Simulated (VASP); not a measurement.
Crystal: C.

```xyz
2
Lattice="0.0000 1.7858 1.7858 1.7858 0.0000 1.7858 1.7858 1.7858 0.0000" Properties=species:S:1:pos:R:3 pbc="T T T"
C     0.0000    0.0000    0.0000
C     0.8929    0.8929    0.8929
```

Base run:

| Quantity | Value |
| --- | --- |
| Program | VASP 6.6.1 |
| Functional | PBE |
| Potentials or basis | VASP PAW PBE potentials, release 64 (C) |
| Cutoff | 600 eV |
| k mesh | 12 × 12 × 12 |
| Occupations | gaussian, width 0.02 eV |
| Spin | no spin polarisation |

Its results: band gap on the k mesh 4.14 eV (least direct gap 5.58 eV); pressure 0.0 GPa.

Q: The run is repeated on the same cell with these changes: cutoff from 600 eV to 520 eV. What comes out?

A: Band gap on the k mesh 4.14 eV (least direct gap 5.58 eV); pressure 0.6 GPa.

A k mesh can miss the band edges.
